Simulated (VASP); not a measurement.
Here is a VASP 6.6.1 calculation.

File POSCAR:

```
MgRh
1.0
    3.0992000000      0.0000000000      0.0000000000
    0.0000000000      3.0992000000      0.0000000000
    0.0000000000      0.0000000000      3.0992000000
Mg Rh
1 1
Direct
    0.0000000000      0.0000000000      0.0000000000
    0.5000000000      0.5080665978      0.5000000000
```

File INCAR.step1:

```
SYSTEM = MgRh
  PREC = Accurate
  ENCUT = 520
  ISMEAR = -1
  SIGMA = 0.1
  LREAL = .FALSE.
  LASPH = .TRUE.
  NELM = 100
  NBANDS = 16
  GGA = PE
  ALGO = Normal
  EDIFF = 1E-4
  LWAVE = .TRUE.
  LCHARG = .FALSE.
```

INCAR.step2

```
SYSTEM = MgRh
  PREC = Accurate
  ENCUT = 520
  EDIFF = 1E-7
  ISMEAR = -1
  SIGMA = 0.1
  LREAL = .FALSE.
  LASPH = .TRUE.
  NELM = 100
  ALGO = Normal
  ISIF = 2
  LWAVE = .FALSE.
  LCHARG = .FALSE.
  METAGGA = R2SCAN
  LMIXTAU = .TRUE.
  NBANDS = 16
  ISTART = 1
```

KPOINTS

```
regular mesh
0
G
  7 7 7
  0 0 0
```

Potentials or basis: VASP PAW PBE potentials, release 64 (Mg, Rh_pv).

Run with:

```bash
$ cat potpaw_PBE.64/Mg/POTCAR potpaw_PBE.64/Rh_pv/POTCAR > POTCAR
$ cp INCAR.step1 INCAR
$ mpirun -np 1 vasp_std > vasp.out
$ cp INCAR.step2 INCAR
$ mpirun -np 1 vasp_std > vasp.out
```

What does it give for the largest force?

0.143 eV/Å.

What does it give for the pressure?

-1.0 GPa.

Forces in eV/Å, atoms in the order of the input:
```
Mg   0.000  0.143  0.000
Rh   0.000 -0.143  0.000
```

Caveat: the PAW data sets were made with another functional, which shifts forces and pressure a little.
